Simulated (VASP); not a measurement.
# NaCl (Pm-3m) in VASP: a series of runs

Aim: see how the results for NaCl move with the level of theory and the settings. Levels: LDA, PBE. Tasks: single point.

All numbers are computed with VASP 6.6.1; they aren't measurements. Logs are shortened: lines on timing, memory, paths and dates and some standing lists are left out, and cuts for length are marked.

**1. The cell of the first run**

Symmetry: Pm-3m, No. 221, cubic system. The conventional cell has a = 2.860 Å, b = 2.860 Å, c = 2.860 Å, α = 90.00°, β = 90.00°, γ = 90.00°. Na (site symmetry m-3m) has 8 Cl at 2.48 Å and 6 Na at 2.86 Å within 3.3 Å. Cl (site symmetry m-3m) has 8 Na at 2.48 Å and 6 Cl at 2.86 Å within 3.3 Å.

**2. Single point, LDA**

File INCAR:

```
SYSTEM = NaCl
PREC     = Accurate       ! precision mode
ENCUT    = 520            ! plane-wave cutoff, eV
EDIFF    = 1E-6           ! SCF threshold, eV
ISMEAR   = -1             ! smearing method
SIGMA    = 0.03           ! smearing width, eV
LREAL    = .False.        ! projectors in reciprocal space
LASPH    = .True.         ! aspherical terms in the spheres
NELM     = 80             ! most SCF steps
ALGO     = Normal         ! electronic algorithm
ISIF     = 2              ! what is computed and relaxed
LWAVE    = .False.        ! write WAVECAR
LCHARG   = .True.         ! write CHGCAR
LELF     = .True.         ! ELF
LVHAR    = .True.       
NBANDS   = 14             ! bands
```

File KPOINTS:

```
regular mesh
0
Gamma
  9 9 9
  0 0 0
```

File POSCAR:

```
NaCl
1.0
    2.8600000000      0.0000000000      0.0000000000
    0.0000000000      2.8600000000      0.0000000000
    0.0000000000      0.0000000000      2.8600000000
Na Cl
1 1
Direct
    0.0000000000      0.0000000000      0.0000000000
    0.5000000000      0.5000000000      0.5000000000
```

Potentials or basis: VASP PAW LDA potentials, release 64 (Na_pv, Cl).

Run with:

```
$ cat potpaw_LDA.64/Na_pv/POTCAR potpaw_LDA.64/Cl/POTCAR > POTCAR
$ mpirun -np 1 vasp_std > vasp.out
```

OUTCAR:

```text
SYSTEM = NaCl
   PREC = Accurate
   ENCUT = 520
   EDIFF = 1E-6
   ISMEAR = -1
   LREAL = .False.
   LASPH = .True.
   NELM = 80
   ISIF = 2

 ion  position               nearest neighbor table
   1  0.000  0.000  0.000-   2 2.48   2 2.48   2 2.48   2 2.48   2 2.48   2 2.48   2 2.48   2 2.48

   2  0.500  0.500  0.500-   1 2.48   1 2.48   1 2.48   1 2.48   1 2.48   1 2.48   1 2.48   1 2.48

  LATTYP: Found a simple cubic cell.
 ALAT       =     2.8600000000

  Lattice vectors:

 A1 = (   2.8600000000,   0.0000000000,   0.0000000000)
 A2 = (   0.0000000000,   2.8600000000,   0.0000000000)
 A3 = (   0.0000000000,   0.0000000000,   2.8600000000)

Analysis of symmetry for initial positions (statically):
=====================================================================
 Subroutine PRICEL returns:
 Original cell was already a primitive cell.

 Routine SETGRP: Setting up the symmetry group for a
 simple cubic supercell.

 Subroutine GETGRP returns: Found 48 space group operations
 (whereof 48 operations were pure point group operations)
 out of a pool of 48 trial point group operations.

The static configuration has the point symmetry O_h .

Analysis of symmetry for dynamics (positions and initial velocities):
=====================================================================
 Subroutine PRICEL returns:
 Original cell was already a primitive cell.

 Routine SETGRP: Setting up the symmetry group for a
 simple cubic supercell.

 Subroutine GETGRP returns: Found 48 space group operations
 (whereof 48 operations were pure point group operations)
 out of a pool of 48 trial point group operations.

The dynamic configuration has the point symmetry O_h .

 Subroutine INISYM returns: Found 48 space group operations
 (whereof 48 operations are pure point group operations),
 and found     1 'primitive' translations

----------------------------------------------------------------------------------------

                                     Primitive cell

  volume of cell :      23.3937

  direct lattice vectors                    reciprocal lattice vectors
     2.860000000  0.000000000  0.000000000     0.349650350  0.000000000  0.000000000
     0.000000000  2.860000000  0.000000000     0.000000000  0.349650350  0.000000000
     0.000000000  0.000000000  2.860000000     0.000000000  0.000000000  0.349650350

  length of vectors
     2.860000000  2.860000000  2.860000000     0.349650350  0.349650350  0.349650350

  position of ions in fractional coordinates (direct lattice)
[... 90 lines left out ...]
   NELECT =      14.0000    total number of electrons
   NUPDOWN=      -1.0000    fix difference up-down
   EMIN   =  10.00;   EMAX   =-10.00  energy-range for DOS
   EFERMI =   0.00;   METHOD = LEGACY
   ISMEAR =    -1;   SIGMA  =   0.03  broadening in eV -4-tet -1-fermi 0-gaus
   EFERMI_NEDOS =   21; number of points for ismear=-14 and -15
   IALGO  =     38    algorithm
   IMIX   =      4    mixing-type and parameters
     AMIX     =   0.40;   BMIX     =  1.00
     AMIX_MAG =   1.60;   BMIX_MAG =  1.00
  volume/ion in A,a.u.               =      11.70        78.93
  Fermi-wavevector in a.u.,A,eV,Ry     =   1.379595  2.607056 25.895713  1.903281
  Thomas-Fermi vector in A             =   2.504550
   LORBIT       =      0    0 simple, 1 ext, 2 COOP (PROOUT), +10 PAW based schemes
   GGA     = CA    functional components
   LHFCALC =     F    Hartree Fock is set to
   AEXX    =    0.0000 exact exchange contribution
   IVDW    =     0    specifies the selected vdW correction
   LEPSILON=     F    determine dielectric tensor
   LRPA    =     F    only Hartree local field effects (RPA)
 non-spin polarized calculation
  energy-cutoff  :      520.00
  volume of cell :       23.39
 maximum number of plane-waves:       651
 NGX is ok and might be reduce to    24
   NGX = 11   NGY = 11   NGZ = 11

 number of electron      14.0000001 magnetization

 Free energy of the ion-electron system (eV)
  ---------------------------------------------------
  ext. energy  EPLUGINS =         0.00000000
  ---------------------------------------------------
  free energy    TOTEN  =        -5.52972645 eV

  energy without entropy =       -5.52972645  energy(sigma->0) =       -5.52972645

 E-fermi :   7.3046     XC(G=0): -11.8957

 val. band max:        6.5914267897   @ k =   0.4444   0.4444   0.0000
 cond. band min:      10.9874327171   @ k =   0.4444   0.4444   0.0000
 fundamental gap:      4.3960059274
 Fermi energy:         7.3045509798

 k-point     1 :       0.0000    0.0000    0.0000
  band No.  band energies     occupation
      1     -16.0980      2.00000
      2     -16.0980      2.00000
      3     -16.0980      2.00000
      4     -10.3002      2.00000
      5       5.3604      2.00000
      6       5.3604      2.00000
      7       5.3604      2.00000
      8      13.0411      0.00000
      9      13.0411      0.00000
     10      13.6563      0.00000
     11      24.4061      0.00000
     12      24.4061      0.00000
     13      24.4061      0.00000
     14      28.6533      0.00000
[... 377 lines left out ...]
      1     -16.3925      2.00000
      2     -16.2881      2.00000
      3     -16.0711      2.00000
      4      -7.9990      2.00000
      5       0.9519      2.00000
      6       2.1752      2.00000
      7       5.6453      2.00000
      8      12.2681      0.00000
      9      17.2204      0.00000
     10      17.6328      0.00000
     11      18.7547      0.00000
     12      22.6944      0.00000
     13      23.5526      0.00000
     14      27.6589      0.00000

 [... further k-points ...]

------------------------ aborting loop because EDIFF is reached ----------------------------------------

  FORCE on cell =-STRESS in cart. coord.  units (eV):
  Direction    XX          YY          ZZ          XY          YZ          ZX
  --------------------------------------------------------------------------------------
  -------------------------------------------------------------------------------------
  Total        7.9506618      7.9506618      7.9506618     -0.0000000      0.0000000      0.0000000
  in kB      544.5224144    544.5224144    544.5224144     -0.0000000      0.0000000      0.0000000
  external PRESSURE =     544.5224144 kB  Pullay stress =       0.0000000 kB

 VOLUME and BASIS-vectors are now :
 -----------------------------------------------------------------------------
  energy-cutoff  :      520.00
  volume of cell :       23.39
      direct lattice vectors                 reciprocal lattice vectors
     2.860000000  0.000000000  0.000000000     0.349650350  0.000000000  0.000000000
     0.000000000  2.860000000  0.000000000     0.000000000  0.349650350  0.000000000
     0.000000000  0.000000000  2.860000000     0.000000000  0.000000000  0.349650350

 POSITION                                       TOTAL-FORCE (eV/Angst)
 -----------------------------------------------------------------------------------
      0.00000      0.00000      0.00000         0.000000      0.000000      0.000000
      1.43000      1.43000      1.43000         0.000000      0.000000      0.000000
 -----------------------------------------------------------------------------------
    total drift:                                0.000000     -0.000000     -0.000000

  FREE ENERGIE OF THE ION-ELECTRON SYSTEM (eV)
  ---------------------------------------------------
  free  energy   TOTEN  =        -5.5297264495 eV

  energy  without entropy=       -5.5297264495  energy(sigma->0) =       -5.52972645
```

Wall time 3.5 s (1 thread of Intel Xeon 6975P-C (Granite Rapids), shared host); peak memory 0.12 GiB.

What came out:

```yaml
Free_energy: -5.5297 eV
Pressure: 54.5 GPa
Band_gap_on_the_k_mesh: 4.40 eV, direct
```

A k mesh can miss the band edges.

**3. Single point, PBE (volume scaled by 0.9405)**

File INCAR:

```
SYSTEM = NaCl
  ALGO = Normal
  EDIFF = 1E-6
  ENCUT = 520
  GGA = PE
  ISIF = 2
  ISMEAR = -1
  LASPH = .TRUE.
  LCHARG = .TRUE.
  LELF = .TRUE.
  LREAL = .FALSE.
  LVHAR = .TRUE.
  LWAVE = .FALSE.
  NBANDS = 14
  NELM = 100
  PREC = Accurate
  SIGMA = 0.03
```

File KPOINTS:

```
k-points
0
G
  9 9 9
  0 0 0
```

File POSCAR:

```
NaCl
1.0
    2.8021129234      0.0000000000      0.0000000000
    0.0000000000      2.8021129234      0.0000000000
    0.0000000000      0.0000000000      2.8021129234
Na Cl
1 1
Direct
    0.0000000000      0.0000000000      0.0000000000
    0.5000000000      0.5000000000      0.5000000000
```

Potentials or basis: VASP PAW PBE potentials, release 64 (Na_pv, Cl).

Run with:

```
$ cat potpaw_PBE.64/Na_pv/POTCAR potpaw_PBE.64/Cl/POTCAR > POTCAR
$ mpirun -np 1 vasp_std > vasp.out
```

Wall time 5.6 s (1 thread of AMD EPYC 9R45 (Zen 5), shared host); peak memory 0.1 GiB.

It converged, with:

| Quantity | Value |
| --- | --- |
| Free energy | -3.5608 eV |
| Pressure | 82.5 GPa |
| Band gap on the k mesh | 4.53 eV, direct |

Levels at points of the mesh, in eV from the valence-band top:
```csv
k point,band 5,band 6,band 7,band 8,band 9,band 10
"(0.00, 0.00, 0.00)",-1.31,-1.31,-1.31,6.37,6.37,8.07
```

**4. Single point, PBE (volume scaled by 0.98)**

File INCAR:

```
ALGO = Normal
EDIFF = 1E-6
ENCUT = 520
GGA = PE
ISIF = 2
ISMEAR = -1
LASPH = T
LCHARG = F
LREAL = F
LWAVE = F
NBANDS = 14
NELM = 60
PREC = Accurate
SIGMA = 0.03
```

File KPOINTS:

```
k-points
0
Gamma
  9 9 9
```

File POSCAR:

```
NaCl
1.0
    2.8408047908      0.0000000000      0.0000000000
    0.0000000000      2.8408047908      0.0000000000
    0.0000000000      0.0000000000      2.8408047908
Na Cl
1 1
Direct
    0.0000000000      0.0000000000      0.0000000000
    0.5000000000      0.5000000000      0.5000000000
```

Run with:

```
$ cat potpaw_PBE.64/Na_pv/POTCAR potpaw_PBE.64/Cl/POTCAR > POTCAR
$ mpirun -np 1 vasp_std > vasp.out
```

It took 5.4 s on 1 thread of AMD EPYC 9R45 (Zen 5), shared host; peak memory 0.1 GiB.

It converged, with:

| Quantity | Value |
| --- | --- |
| Free energy | -4.0016 eV |
| Pressure | 70.5 GPa |
| Band gap on the k mesh | 4.69 eV, direct |

Levels at points of the mesh, in eV from the valence-band top:
| k point | band 5 | band 6 | band 7 | band 8 | band 9 | band 10 |
| --- | --- | --- | --- | --- | --- | --- |
| (0.00, 0.00, 0.00) | -1.24 | -1.24 | -1.24 | 6.62 | 6.62 | 7.68 |

**5. Summary**

```csv
level,potentials or basis,cell,gap on the mesh (eV),pressure (GPa)
LDA,"VASP PAW LDA potentials, release 64 (Na_pv, Cl)","a = 2.860 Å, 2 atoms",4.40,54.5
PBE,"VASP PAW PBE potentials, release 64 (Na_pv, Cl)","a = 2.802 Å, 2 atoms",4.53,82.5
PBE,"VASP PAW PBE potentials, release 64 (Na_pv, Cl)","a = 2.841 Å, 2 atoms",4.69,70.5
```

Alike in all rows: task single point; no spin polarisation; k mesh 9 × 9 × 9; cutoff (eV) 520; smearing fermi-dirac 0.03 eV.

Absolute energies hang on the potentials; compare differences alone.
